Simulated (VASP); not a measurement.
Wanted: the native input for a VASP 6.6.1 run.

```
Task                   : single point
Functional             : PBE
Potentials or basis    : VASP PAW PBE potentials, release 64 (Mg)
Cutoff                 : 520 eV
k mesh                 : 12 × 12 × 7
Occupations            : fermi-dirac, width 0.08 eV
Spin                   : no spin polarisation
Dipole correction      : no
Further INCAR settings : ALGO = Normal; EDIFF = 1e-06; NBANDS = 9
```

The structure of Mg lies in POSCAR:

```
Mg
1.0
    3.1443151174      0.0000000000      0.0000000000
   -1.5721575586      2.7230567692      0.0000000000
    0.0000000000      0.0000000000      5.1048716881
Mg
2
Direct
    0.3333333333      0.6666666667      0.2500000000
    0.6666666667      0.3333333333      0.7500000000
```

This cell differs from its parent crystal: volume scaled by 0.9405.

The input as run:

INCAR

```
SYSTEM = Mg
PREC     = Accurate       ! precision mode
ENCUT    = 520            ! plane-wave cutoff, eV
EDIFF    = 1E-6           ! SCF threshold, eV
ISMEAR   = -1             ! smearing method
SIGMA    = 0.08           ! smearing width, eV
LREAL    = .FALSE.        ! projectors in reciprocal space
LASPH    = .TRUE.         ! aspherical terms in the spheres
NELM     = 60             ! most SCF steps
ALGO     = Normal         ! electronic algorithm
ISIF     = 2              ! what is computed and relaxed
LWAVE    = .FALSE.        ! write WAVECAR
LCHARG   = .FALSE.        ! write CHGCAR
GGA      = PE             ! functional
NBANDS   = 9              ! bands
```

KPOINTS

```
Automatic mesh
0
G
  12 12 7
  0 0 0
```

Potentials or basis: VASP PAW PBE potentials, release 64 (Mg).

Run with:

```bash
$ cat potpaw_PBE.64/Mg/POTCAR > POTCAR
$ mpirun -np 1 vasp_std > vasp.out
```

It gave:

The pressure is 1.8 GPa and the band gap on the k mesh is zero (band 2 reaches 3.91 eV, above the bottom of band 3 at 1.66 eV).

It took 8.2 s on 1 thread of Intel(R) Xeon(R) Platinum 8559C (Emerald Rapids) (shared host), peak memory 0.15 GiB.
